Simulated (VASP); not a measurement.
# CaAl2Ge2 (P-3m1) in VASP: notebook

CaAl2Ge2 is run at these levels: LDA; tasks: single point.

Program: VASP 6.6.1. These are calculated values, not measurements. Logs are shortened: lines on timing, memory, paths and dates and some standing lists are left out, and cuts for length are marked.

## 1. The cell of the first run

It takes space group P-3m1 (No. 164, trigonal). The conventional cell has a = 4.141 Å, b = 4.141 Å, c = 7.116 Å, α = 90.00°, β = 90.00°, γ = 120.00°. Ca (site symmetry -3m) has 6 Ge at 3.03 Å and 6 Al at 3.56 Å and 6 Ca at 4.14 Å within 4.2 Å. Al (site symmetry 3m) has 4 Ge at 2.51 to 2.61 Å and 3 Al at 3.02 Å within 3.3 Å. Within 3.3 Å of Ge (site symmetry 3m) lie 4 Al at 2.51 to 2.61 Å and 3 Ca at 3.03 Å.

## 2. Single point, LDA

INCAR

```
PREC = Accurate ; ENCUT = 520
EDIFF = 1E-7 ; ISMEAR = -1
SIGMA = 0.1 ; LREAL = False
LASPH = True ; NELM = 100
ALGO = Normal ; ISIF = 2
LWAVE = False ; LCHARG = True
GGA = CA ; LELF = True
LVHAR = True ; NBANDS = 30
```

KPOINTS

```
Automatic mesh
0
Gamma
  6 6 4
```

POSCAR

```
CaAl2Ge2
1.0
    4.1408067442      0.0000000000      0.0000000000
   -2.0704033721      3.5860483110      0.0000000000
    0.0000000000      0.0000000000      7.1163887452
Ca Al Ge
1 2 2
Direct
    0.0000000000      0.0000000000      0.0000000000
    0.3333333333      0.6666666667      0.6293000000
    0.6666666667      0.3333333333      0.3707000000
    0.3333333333      0.6666666667      0.2621700000
    0.6666666667      0.3333333333      0.7378300000
```

Potentials or basis: VASP PAW LDA potentials, release 64 (Ca_sv, Al, Ge_d).

Command:

```
> cat potpaw_LDA.64/Ca_sv/POTCAR potpaw_LDA.64/Al/POTCAR potpaw_LDA.64/Ge_d/POTCAR > POTCAR
> mpirun -np 1 vasp_std > vasp.out
```

OUTCAR:

```text
PREC = Accurate
   ENCUT = 520
   EDIFF = 1E-7
   ISMEAR = -1
   LREAL = False
   LASPH = True
   NELM = 100
   ISIF = 2
   GGA = CA

 ion  position               nearest neighbor table
   1  0.000  0.000  0.000-   4 3.03   5 3.03   5 3.03   4 3.03   5 3.03   4 3.03
   2  0.333  0.667  0.629-   5 2.51   5 2.51   5 2.51   4 2.61   3 3.02   3 3.02   3 3.02
   3  0.667  0.333  0.371-   4 2.51   4 2.51   4 2.51   5 2.61   2 3.02   2 3.02   2 3.02
   4  0.333  0.667  0.262-   3 2.51   3 2.51   3 2.51   2 2.61   1 3.03   1 3.03   1 3.03
   5  0.667  0.333  0.738-   2 2.51   2 2.51   2 2.51   3 2.61   1 3.03   1 3.03   1 3.03

  LATTYP: Found a hexagonal cell.
 ALAT       =     4.1408067442
 C/A-ratio  =     1.7185995833

  Lattice vectors:

 A1 = (   4.1408067442,   0.0000000000,   0.0000000000)
 A2 = (  -2.0704033721,   3.5860483110,   0.0000000000)
 A3 = (   0.0000000000,   0.0000000000,   7.1163887452)

Analysis of symmetry for initial positions (statically):
=====================================================================
 Subroutine PRICEL returns:
 Original cell was already a primitive cell.

 Routine SETGRP: Setting up the symmetry group for a
 hexagonal supercell.

 Subroutine GETGRP returns: Found 12 space group operations
 (whereof 12 operations were pure point group operations)
 out of a pool of 24 trial point group operations.

The static configuration has the point symmetry D_3d.

Analysis of symmetry for dynamics (positions and initial velocities):
=====================================================================
 Subroutine PRICEL returns:
 Original cell was already a primitive cell.

 Routine SETGRP: Setting up the symmetry group for a
 hexagonal supercell.

 Subroutine GETGRP returns: Found 12 space group operations
 (whereof 12 operations were pure point group operations)
 out of a pool of 24 trial point group operations.

The dynamic configuration has the point symmetry D_3d.

 Subroutine INISYM returns: Found 12 space group operations
 (whereof 12 operations are pure point group operations),
 and found     1 'primitive' translations

----------------------------------------------------------------------------------------

                                     Primitive cell

  volume of cell :     105.6722
[... 91 lines left out ...]
   LASPH  =      T    aspherical Exc in radial PAW
   ENCUT  =  520.0 eV  38.22 Ry    6.18 a.u.   7.70  7.70 13.23*2*pi/ulx,y,z
   NELM   =    100;   NELMIN=  2; NELMDL= -5     # of ELM steps
   EDIFF  = 0.1E-06   stopping-criterion for ELM
   LREAL  =      F    real-space projection
   EDIFFG = 0.1E-05   stopping-criterion for IOM
   NSW    =      0    number of steps for IOM
   IBRION =     -1    ionic relax: 0-MD 1-quasi-New 2-CG
   NFREE  =      0    steps in history (QN), initial steepest desc. (CG)
   ISIF   =      2    stress and relaxation
   ISYM   =      2    0-nonsym 1-usesym 2-fastsym
   POTIM  = 0.5000    time-step for ionic-motion
   TEBEG  =    0.0;   TEEND  =   0.0 temperature during run
   PSTRESS=    0.0 pullay stress
   NELECT =      44.0000    total number of electrons
   NUPDOWN=      -1.0000    fix difference up-down
   EMIN   =  10.00;   EMAX   =-10.00  energy-range for DOS
   EFERMI =   0.00;   METHOD = LEGACY
   ISMEAR =    -1;   SIGMA  =   0.10  broadening in eV -4-tet -1-fermi 0-gaus
   EFERMI_NEDOS =   21; number of points for ismear=-14 and -15
   IALGO  =     38    algorithm
   IMIX   =      4    mixing-type and parameters
     AMIX     =   0.40;   BMIX     =  1.00
     AMIX_MAG =   1.60;   BMIX_MAG =  1.00
  volume/ion in A,a.u.               =      21.13       142.62
  Fermi-wavevector in a.u.,A,eV,Ry     =   1.222472  2.310136 20.333049  1.494437
  Thomas-Fermi vector in A             =   2.357617
   LORBIT       =      0    0 simple, 1 ext, 2 COOP (PROOUT), +10 PAW based schemes
   GGA     = CA    functional components
   LHFCALC =     F    Hartree Fock is set to
   AEXX    =    0.0000 exact exchange contribution
   IVDW    =     0    specifies the selected vdW correction
   LEPSILON=     F    determine dielectric tensor
   LRPA    =     F    only Hartree local field effects (RPA)
 non-spin polarized calculation
  energy-cutoff  :      520.00
  volume of cell :      105.67
 maximum number of plane-waves:      2901
 NGX is ok and might be reduce to    32
   NGX = 15   NGY = 15   NGZ = 27

 number of electron      44.0000009 magnetization

 Free energy of the ion-electron system (eV)
  ---------------------------------------------------
  ext. energy  EPLUGINS =         0.00000000
  ---------------------------------------------------
  free energy    TOTEN  =       -23.20244435 eV

  energy without entropy =      -23.17461297  energy(sigma->0) =      -23.18852866

 E-fermi :   5.2318     XC(G=0): -10.0807

 val. band max:        5.2166264581   @ k =   0.0000   0.0000   0.2500
 cond. band min:       5.2535874363   @ k =   0.5000   0.0000   0.2500
 fundamental gap:      0.0369609783
 Fermi energy:         5.2317715811

 k-point     1 :       0.0000    0.0000    0.0000
  band No.  band energies     occupation
      1     -35.3203      2.00000
      2     -18.8017      2.00000
      3     -18.8017      2.00000
      4     -18.8003      2.00000
      5     -18.8003      2.00000
      6     -18.7946      2.00000
[... 781 lines left out ...]
     29      10.0586      0.00000
     30      10.0586      0.00000

------------------------ aborting loop because EDIFF is reached ----------------------------------------

  FORCE on cell =-STRESS in cart. coord.  units (eV):
  Direction    XX          YY          ZZ          XY          YZ          ZX
  --------------------------------------------------------------------------------------
  -------------------------------------------------------------------------------------
  Total       -0.6764723     -0.6764739     -1.6117993     -0.0000000     -0.0000000      0.0000000
  in kB      -10.2565148    -10.2565404    -24.4377260     -0.0000000     -0.0000000      0.0000000
  external PRESSURE =     -14.9835937 kB  Pullay stress =       0.0000000 kB

 VOLUME and BASIS-vectors are now :
 -----------------------------------------------------------------------------
  energy-cutoff  :      520.00
  volume of cell :      105.67
      direct lattice vectors                 reciprocal lattice vectors
     4.140806744  0.000000000  0.000000000     0.241498834  0.139429243  0.000000000
    -2.070403372  3.586048311  0.000000000     0.000000000  0.278858485  0.000000000
     0.000000000  0.000000000  7.116388745     0.000000000  0.000000000  0.140520710

 POSITION                                       TOTAL-FORCE (eV/Angst)
 -----------------------------------------------------------------------------------
      0.00000      0.00000      0.00000         0.000000      0.000000      0.000000
     -0.00000      2.39070      4.47834         0.000000     -0.000000     -0.012258
      2.07040      1.19535      2.63805         0.000000      0.000000      0.012258
     -0.00000      2.39070      1.86570        -0.000000     -0.000000     -0.145161
      2.07040      1.19535      5.25069        -0.000000      0.000000      0.145161
 -----------------------------------------------------------------------------------
    total drift:                               -0.000000      0.000000      0.000000

  FREE ENERGIE OF THE ION-ELECTRON SYSTEM (eV)
  ---------------------------------------------------
  free  energy   TOTEN  =       -23.2024443467 eV

  energy  without entropy=      -23.1746129685  energy(sigma->0) =      -23.18852866
```

stdout:

```text
POSCAR found type information on POSCAR CaAlGe
 POSCAR found :  3 types and       5 ions
 scaLAPACK will be used
 LDA part: xc-table for (Slater(with rela. corr.)+CA(PZ))
 , standard interpolation
 POSCAR, INCAR and KPOINTS ok, starting setup
 FFT: planning ... GRIDC
 FFT: planning ... GRID_SOFT
 FFT: planning ... GRID
 WAVECAR not read
 entering main loop
```

Run time: 79 s. Hardware: 1 thread of Intel Xeon Platinum 8488C (Sapphire Rapids), shared host; peak memory 0.23 GiB.

Results:

```
Free energy            : -23.2024 eV
Pressure               : -1.5 GPa
Largest force          : 0.145 eV/Å
Band gap on the k mesh : zero (bands 22 and 23 overlap by 0.49 eV)
```

Forces on the atoms (eV/Å):
```
Ca   0.000  0.000  0.000
Al   0.000  0.000 -0.012
Al   0.000  0.000  0.012
Ge   0.000  0.000 -0.145
Ge   0.000  0.000  0.145
```

## 3. Single point, LDA

This run uses another cell than the first one, of 21.68 Å³/atom.

INCAR

```
SYSTEM = CaAl2Ge2
PREC = Accurate
ENCUT = 520
EDIFF = 1E-6
ISMEAR = -1
SIGMA = 0.1
LREAL = .FALSE.
LASPH = .TRUE.
NELM = 60
ALGO = Normal
ISIF = 2
LWAVE = .FALSE.
LCHARG = .FALSE.
GGA = CA
NBANDS = 30
```

KPOINTS

```
Automatic mesh
0
G
  6 6 4
  0 0 0
```

Changes to POSCAR since step 2:

```diff
@@ -2,5 +2,5 @@
 1.0
-    4.1408067442      0.0000000000      0.0000000000
-   -2.0704033721      3.5860483110      0.0000000000
-    0.0000000000      0.0000000000      7.1163887452
+    4.1759000000      0.0000000000      0.0000000000
+   -2.0879500000      3.6164400000      0.0000000000
+    0.0000000000      0.0000000000      7.1767000000
 Ca Al Ge
```

Potentials or basis: VASP PAW LDA potentials, release 64 (Ca_sv, Al, Ge_d).

Command:

```
> cat potpaw_LDA.64/Ca_sv/POTCAR potpaw_LDA.64/Al/POTCAR potpaw_LDA.64/Ge_d/POTCAR > POTCAR
> mpirun -np 1 vasp_std > vasp.out
```

It took 66 s on 1 thread of Intel Xeon Platinum 8488C (Sapphire Rapids), shared host; peak memory 0.23 GiB.

It converged, with:

```
Free energy            : -23.1641 eV
Pressure               : -3.1 GPa
Largest force          : 0.051 eV/Å
Band gap on the k mesh : zero (bands 22 and 23 overlap by 0.47 eV)
```

Forces in eV/Å, atoms in the order of the input:
```
Ca   0.000  0.000  0.000
Al   0.000  0.000 -0.020
Al   0.000  0.000  0.020
Ge   0.000  0.000 -0.051
Ge   0.000  0.000  0.051
```

Stress tensor (GPa, compression positive):
```
-2.66  0.00  0.00
 0.00 -2.66  0.00
 0.00  0.00 -3.84
```

Levels at points of the mesh, in eV from the Fermi level:
```
           k point  band 18  band 19  band 20  band 21  band 22  band 23  band 24  band 25  band 26  band 27
(0.00, 0.00, 0.00)    -1.28    -1.28    -0.07     0.34     0.34     0.69     1.43     2.14     2.25     2.25
(0.50, 0.00, 0.00)    -4.86    -2.99    -2.39    -2.18    -1.23    -0.12     2.09     2.40     3.34     4.00
(0.00, 0.00, 0.50)    -2.42    -0.95    -0.95    -0.40    -0.40     0.32     1.87     2.02     2.02     3.47
(0.50, 0.00, 0.50)    -5.43    -2.49    -2.46    -1.05    -1.00     0.51     0.60     1.39     1.87     2.84
```

Caveat: the cell stands under tension.

## 4. Single point, LDA

This run uses another cell than the first one, of 22.22 Å³/atom.

INCAR

```
SYSTEM = CaAl2Ge2
ALGO = Normal
EDIFF = 1E-6
ENCUT = 520
GGA = CA
ISIF = 2
ISMEAR = -1
LASPH = .TRUE.
LCHARG = .FALSE.
LREAL = .FALSE.
LWAVE = .FALSE.
NBANDS = 30
NELM = 100
PREC = Accurate
SIGMA = 0.1
```

KPOINTS

```
k-points
0
G
  6 6 4
  0 0 0
```

Changes to POSCAR since step 3:

```diff
@@ -2,5 +2,5 @@
 1.0
-    4.1759000000      0.0000000000      0.0000000000
-   -2.0879500000      3.6164400000      0.0000000000
-    0.0000000000      0.0000000000      7.1767000000
+    4.2104131354      0.0000000000      0.0000000000
+   -2.1052065677      3.6463292893      0.0000000000
+    0.0000000000      0.0000000000      7.2360142601
 Ca Al Ge
```

Command:

```
> cat potpaw_LDA.64/Ca_sv/POTCAR potpaw_LDA.64/Al/POTCAR potpaw_LDA.64/Ge_d/POTCAR > POTCAR
> mpirun -np 1 vasp_std > vasp.out
```

It took 61 s on 1 thread of Intel Xeon Platinum 8488C (Sapphire Rapids), shared host; peak memory 0.24 GiB.

The run converged. Its results:

| Property | Result |
| --- | --- |
| Free energy | -23.1017 eV |
| Pressure | -4.4 GPa |
| Largest force | 0.033 eV/Å |
| Band gap on the k mesh | zero (bands 22 and 23 overlap by 0.45 eV) |

Forces on the atoms (eV/Å):
```
Ca   0.000  0.000  0.000
Al   0.000  0.000 -0.028
Al   0.000  0.000  0.028
Ge   0.000  0.000  0.033
Ge   0.000  0.000 -0.033
```

Stress tensor (GPa, compression positive):
```
-4.04  0.00  0.00
 0.00 -4.04  0.00
 0.00  0.00 -5.04
```

Levels at points of the mesh, in eV from the Fermi level:
| k point | band 20 | band 21 | band 22 | band 23 | band 24 | band 25 |
| --- | --- | --- | --- | --- | --- | --- |
| (0.00, 0.00, 0.00) | -0.12 | 0.33 | 0.33 | 0.61 | 1.41 | 1.98 |
| (0.50, 0.00, 0.00) | -2.35 | -2.13 | -1.20 | -0.11 | 2.05 | 2.33 |
| (0.00, 0.00, 0.50) | -0.93 | -0.39 | -0.39 | 0.21 | 1.75 | 2.01 |
| (0.50, 0.00, 0.50) | -2.42 | -1.04 | -0.99 | 0.50 | 0.63 | 1.34 |

Caveat: the cell stands under tension.

## 5. The runs side by side

| cell | gap on the mesh (eV) | pressure (GPa) | largest force (eV/Å) |
| --- | --- | --- | --- |
| a = 4.141, b = 4.141, c = 7.116 Å, angles 90.0, 90.0, 120.0°, 5 atoms | none | -1.5 | 0.15 |
| a = 4.176, b = 4.176, c = 7.177 Å, angles 90.0, 90.0, 120.0°, 5 atoms | none | -3.1 | 0.05 |
| a = 4.210, b = 4.210, c = 7.236 Å, angles 90.0, 90.0, 120.0°, 5 atoms | none | -4.4 | 0.03 |

Alike in all rows: task single point; level LDA; potentials or basis VASP PAW LDA potentials, release 64 (Ca_sv, Al, Ge_d); no spin polarisation; k mesh 6 × 6 × 4; cutoff (eV) 520; smearing fermi-dirac 0.1 eV.

Caveats: the cell stands under tension (at least some runs).

Total energies depend on the potentials used, so only differences within one code and one set of settings carry meaning.

The gap in the log of VASP goes by the Fermi energy; the results here count the filled bands.